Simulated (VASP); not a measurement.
# ZrB in VASP: a series of runs, part 2 of 2

VASP 6.6.1.

**3. Relaxation of cell and atoms, PBE+D3(BJ)**

This run uses another cell than the first one, of 15.63 Å³/atom.

Input file INCAR:

```
SYSTEM = ZrB
PREC = Accurate
ENCUT = 600
EDIFF = 1E-6
ISMEAR = -1
SIGMA = 0.05
LREAL = .FALSE.
LASPH = .TRUE.
NELM = 80
ALGO = Normal
ISIF = 3
LWAVE = .FALSE.
LCHARG = .FALSE.
GGA = PE
IVDW = 12
IBRION = 2
NSW = 60
EDIFFG = -0.01
```

Input file KPOINTS:

```
Automatic mesh
0
G
  10 10 7
  0 0 0
```

Input file POSCAR:

```
ZrB
1.0
    1.9614334600     -1.9857162700      0.0000000000
    1.9614334600      1.9857162700      0.0000000000
    0.0000000000      0.0000000000      4.0139456300
Zr B
1 1
Direct
    0.0000000000      0.0000000000      0.5000000000
    0.5000000000      0.5000000000      0.5000000000
```

Potentials or basis: VASP PAW PBE potentials, release 64 (Zr_sv, B).

The run is started by

```
$ cat potpaw_PBE.64/Zr_sv/POTCAR potpaw_PBE.64/B/POTCAR > POTCAR
$ mpirun -np 1 vasp_std > vasp.out
```

OUTCAR:

```text
SYSTEM = ZrB
   PREC = Accurate
   ENCUT = 600
   EDIFF = 1E-6
   ISMEAR = -1
   LREAL = .FALSE.
   LASPH = .TRUE.
   NELM = 80
   ISIF = 3
   GGA = PE
   IVDW = 12
   IBRION = 2
   NSW = 60
   EDIFFG = -0.01
 IVDW          = 12

 ion  position               nearest neighbor table
   1  0.000  0.000  0.500-   2 1.96   2 1.96   2 1.99   2 1.99
   2  0.500  0.500  0.500-   1 1.96   1 1.96   1 1.99   1 1.99

  LATTYP: Found a base centered orthorhombic cell.
 ALAT       =     3.9228669200
 B/A-ratio  =     1.0123801345
 C/A-ratio  =     1.0232173846

  Lattice vectors:

 A1 = (   1.9614334600,  -1.9857162700,   0.0000000000)
 A2 = (   1.9614334600,   1.9857162700,   0.0000000000)
 A3 = (   0.0000000000,   0.0000000000,   4.0139456300)

Analysis of symmetry for initial positions (statically):
=====================================================================
 Subroutine PRICEL returns:
 Original cell was already a primitive cell.

 Routine SETGRP: Setting up the symmetry group for a
 base centered orthorhombic supercell.

 Subroutine GETGRP returns: Found  8 space group operations
 (whereof  8 operations were pure point group operations)
 out of a pool of  8 trial point group operations.

The static configuration has the point symmetry D_2h.

Analysis of symmetry for dynamics (positions and initial velocities):
=====================================================================
 Subroutine PRICEL returns:
 Original cell was already a primitive cell.

 Routine SETGRP: Setting up the symmetry group for a
 base centered orthorhombic supercell.

 Subroutine GETGRP returns: Found  8 space group operations
 (whereof  8 operations were pure point group operations)
 out of a pool of  8 trial point group operations.

The dynamic configuration has the point symmetry D_2h.

 Subroutine INISYM returns: Found  8 space group operations
 (whereof  8 operations are pure point group operations),
 and found     1 'primitive' translations

----------------------------------------------------------------------------------------

                                     Primitive cell

  volume of cell :      31.2674

  direct lattice vectors                    reciprocal lattice vectors
     1.961433460 -1.985716270  0.000000000     0.254915606 -0.251798310  0.000000000
     1.961433460  1.985716270  0.000000000     0.254915606  0.251798310  0.000000000
     0.000000000  0.000000000  4.013945630     0.000000000  0.000000000  0.249131426

  length of vectors
     2.791109156  2.791109156  4.013945630     0.358307626  0.358307626  0.249131426

  position of ions in fractional coordinates (direct lattice)
     0.000000000  0.000000000  0.500000000
     0.500000000  0.500000000  0.500000000

  ion indices of the primitive-cell ions
   primitive index   ion index
                 1           1
                 2           2

----------------------------------------------------------------------------------------

 KPOINTS: Automatic mesh

Automatic generation of k-mesh.
 Grid dimensions read from file:
 generate k-points for:   10   10    7

 Generating k-lattice:

  Cartesian coordinates                     Fractional coordinates (reciprocal lattice)
     0.025491561 -0.025179831  0.000000000     0.100000000  0.000000000  0.000000000
     0.025491561  0.025179831  0.000000000     0.000000000  0.100000000  0.000000000
     0.000000000  0.000000000  0.035590204     0.000000000  0.000000000  0.142857143

  Length of vectors
     0.035830763  0.035830763  0.035590204

  Shift w.r.t. Gamma in fractional coordinates (k-lattice)
     0.000000000  0.000000000  0.000000000

 Subroutine IBZKPT returns following result:
 ===========================================

 Found    124 irreducible k-points:

 Following reciprocal coordinates:
            Coordinates               Weight
  0.000000  0.000000  0.000000      1.000000
  0.100000  0.000000  0.000000      4.000000
  0.200000  0.000000  0.000000      4.000000
  0.300000  0.000000  0.000000      4.000000
  0.400000  0.000000  0.000000      4.000000
  0.500000  0.000000  0.000000      2.000000
[... 16 lines left out ...]
  0.300000  0.300000  0.000000      2.000000
  0.400000  0.300000  0.000000      4.000000
 [... further k-points ...]
   k-points           NKPTS =    124   k-points in BZ     NKDIM =    124   number of bands    NBANDS=     11
   number of dos      NEDOS =    301   number of ions     NIONS =      2
   total plane-waves  NPLWV =  18432
   dimension x,y,z NGX =    24 NGY =   24 NGZ =   32
   dimension x,y,z NGXF=    48 NGYF=   48 NGZF=   64
   ions per type =               1   1
   NGX,Y,Z   is equivalent  to a cutoff of  14.30, 14.30, 13.25 a.u.
   NGXF,Y,Z  is equivalent  to a cutoff of  28.59, 28.59, 26.51 a.u.
 SYSTEM =  ZrB
   PREC   = accura    normal or accurate (medium, high low for compatibility)
   ISTART =      0    job   : 0-new  1-cont  2-samecut
   ICHARG =      2    charge: 1-file 2-atom 10-const
   ISPIN  =      1    spin polarized calculation?
   LNONCOLLINEAR =      F non collinear calculations
   LSORBIT =      F    spin-orbit coupling
   LASPH  =      T    aspherical Exc in radial PAW
   ENCUT  =  600.0 eV  44.10 Ry    6.64 a.u.   5.57  5.57  8.02*2*pi/ulx,y,z
   NELM   =     80;   NELMIN=  2; NELMDL= -5     # of ELM steps
   EDIFF  = 0.1E-05   stopping-criterion for ELM
   LREAL  =      F    real-space projection
   EDIFFG = -.1E-01   stopping-criterion for IOM
   NSW    =     60    number of steps for IOM
   IBRION =      2    ionic relax: 0-MD 1-quasi-New 2-CG
   NFREE  =      1    steps in history (QN), initial steepest desc. (CG)
   ISIF   =      3    stress and relaxation
   ISYM   =      2    0-nonsym 1-usesym 2-fastsym
   POTIM  = 0.5000    time-step for ionic-motion
   TEBEG  =    0.0;   TEEND  =   0.0 temperature during run
   PSTRESS=    0.0 pullay stress
   NELECT =      15.0000    total number of electrons
   NUPDOWN=      -1.0000    fix difference up-down
   EMIN   =  10.00;   EMAX   =-10.00  energy-range for DOS
   EFERMI =   0.00;   METHOD = LEGACY
   ISMEAR =    -1;   SIGMA  =   0.05  broadening in eV -4-tet -1-fermi 0-gaus
   EFERMI_NEDOS =   21; number of points for ismear=-14 and -15
   IALGO  =     38    algorithm
   IMIX   =      4    mixing-type and parameters
     AMIX     =   0.40;   BMIX     =  1.00
     AMIX_MAG =   1.60;   BMIX_MAG =  1.00
  volume/ion in A,a.u.               =      15.63       105.50
  Fermi-wavevector in a.u.,A,eV,Ry     =   1.281567  2.421810 22.346383  1.642413
  Thomas-Fermi vector in A             =   2.413929
   LORBIT       =      0    0 simple, 1 ext, 2 COOP (PROOUT), +10 PAW based schemes
   GGA     = PE    functional components
   LHFCALC =     F    Hartree Fock is set to
   AEXX    =    0.0000 exact exchange contribution
   IVDW    =    12    specifies the selected vdW correction
   LEPSILON=     F    determine dielectric tensor
   LRPA    =     F    only Hartree local field effects (RPA)
 conjugate gradient relaxation of ions
 non-spin polarized calculation
  energy-cutoff  :      600.00
  volume of cell :       31.27
 maximum number of plane-waves:      1054
 NGX is ok and might be reduce to    24
   NGX = 11   NGY = 11   NGZ = 17

--------------------------------------- Ionic step        1  -------------------------------------------

 number of electron      15.0000000 magnetization

 Free energy of the ion-electron system (eV)
  ---------------------------------------------------
  ext. energy  EPLUGINS =         0.00000000
  ---------------------------------------------------
  free energy    TOTEN  =        -9.85214618 eV

  energy without entropy =       -9.84271377  energy(sigma->0) =       -9.84742997

------------------------ aborting loop because EDIFF is reached ----------------------------------------

 Edisp (eV)   -0.71888

 E8    (eV) :    -0.3372
[... 786 lines left out ...]
  band No.  band energies     occupation
      1     -43.8222      2.00000
      2     -22.1921      2.00000
      3     -21.9248      2.00000
      4     -21.8056      2.00000
      5      -1.0546      2.00000
      6       2.8859      2.00000
      7       4.2282      1.94211
      8       4.9207      0.00006
      9       4.9843      0.00002
     10       6.5640      0.00000
     11       9.4583      0.00000

 [... further k-points ...]

[... ionic steps 4 to 19 ...]

--------------------------------------- Ionic step       20  -------------------------------------------

 number of electron      15.0000001 magnetization

------------------------ aborting loop because EDIFF is reached ----------------------------------------
[... 75 lines left out ...]
--------------------------------------- Ionic step       22  -------------------------------------------

 number of electron      15.0000001 magnetization

 Free energy of the ion-electron system (eV)
  ---------------------------------------------------
  ext. energy  EPLUGINS =         0.00000000
  ---------------------------------------------------
  free energy    TOTEN  =       -13.79859954 eV

  energy without entropy =      -13.78406232  energy(sigma->0) =      -13.79133093

 E-fermi :   6.5945     XC(G=0): -10.8519

 val. band max:        6.5715398800   @ k =  -0.3000   0.3000   0.1429
 cond. band min:       6.5951010653   @ k =  -0.2000   0.1000   0.2857
 fundamental gap:      0.0235611853
 Fermi energy:         6.5944685616
[... 369 lines left out ...]
  FREE ENERGIE OF THE ION-ELECTRON SYSTEM (eV)
  ---------------------------------------------------
  free  energy   TOTEN  =       -14.4839084693 eV

  energy  without entropy=      -14.4693712498  energy(sigma->0) =      -14.47663986

 reached required accuracy - stopping structural energy minimisation
```

CONTCAR:

```text
ZrB
   1.00000000000000
     2.3903726001696799   -2.3899315193997261    0.0000000000000000
     2.3903726001696799    2.3899315193997261    0.0000000000000000
     0.0000000000000000    0.0000000000000000    2.9091521219608816
  Zr              B
     1     1
Direct
     0.0000000000000000    0.0000000000000000    0.5000000000000000
     0.5000000000000000    0.5000000000000000    0.5000000000000000

  0.00000000E+00  0.00000000E+00  0.00000000E+00
  0.00000000E+00  0.00000000E+00  0.00000000E+00
```

Run time: 12 min. Hardware: 1 thread of Intel Xeon 8259CL, shared host; peak memory 0.22 GiB.

What came out:

* Free energy: -14.4839 eV
* Relaxed volume: 16.62 Å³/atom
* Relaxed cell: a = 3.380 Å, b = 3.380 Å, c = 2.909 Å, α = 90.00°, β = 90.00°, γ = 89.99°
* Space group after relaxing (to 0.1 Å): P4/mmm (No. 123)
* Energy gained by relaxing: 1956.4 meV/atom
* Ionic steps: 22
* Pressure after relaxing: 0.0 GPa
* Band gap on the k mesh: zero (an odd number of electrons rules out a gap without spin polarisation)
* Dispersion energy per atom: -0.343 eV

The path:
| step | energy change (eV) | largest force (eV/Å) | pressure (GPa) | volume (Å³) |
| --- | --- | --- | --- | --- |
| 1 | 0.0000 | 0.0000 | 72.46 | 31.27 |
| 2 | -0.0473 | 0.0000 | -18.54 | 71.03 |
| 3 | -3.2313 | 0.0000 | -6.71 | 45.99 |
| 4 | -3.2700 | 0.0000 | -3.94 | 44.70 |
| 5 | -3.2773 | 0.0000 | -1.91 | 43.86 |
| 6 | -3.3319 | 0.0000 | -1.68 | 42.50 |
| 7 | -3.5591 | 0.0000 | -0.65 | 38.39 |
| 8 | -3.7816 | 0.0000 | 9.55 | 30.08 |
| 9 | -3.8136 | 0.0000 | 1.60 | 34.54 |
| 10 | -3.8825 | 0.0000 | 4.40 | 32.32 |
| 11 | -3.8951 | 0.0000 | 2.68 | 32.16 |
| 12 | -3.8966 | 0.0000 | 3.05 | 32.20 |
| 13 | -3.9073 | 0.0000 | 1.65 | 32.65 |
| 14 | -3.9126 | 0.0000 | -0.45 | 33.40 |
| 15 | -3.9128 | 0.0000 | -0.22 | 33.30 |
| 16 | -3.9128 | 0.0000 | -0.16 | 33.28 |
| 17 | -3.9129 | 0.0000 | -0.03 | 33.25 |
| 18 | -3.9129 | 0.0000 | 0.03 | 33.22 |
| 19 | -3.9129 | 0.0000 | 0.07 | 33.21 |
| 20 | -3.9129 | 0.0000 | 0.09 | 33.22 |
| 21 | -3.9129 | 0.0000 | 0.08 | 33.22 |
| 22 | -3.9129 | 0.0000 | 0.02 | 33.24 |

Final structure:
```
Zr B
1.0
     2.39037   -2.38993    0.00000
     2.39037    2.38993    0.00000
     0.00000    0.00000    2.90915
Zr B
1 1
Cartesian
  0.0000 0.0000 1.4546
  2.3904 0.0000 1.4546
```

Caveat: a cell axis changed by over 15 % at a fixed basis, so the end point is rough.
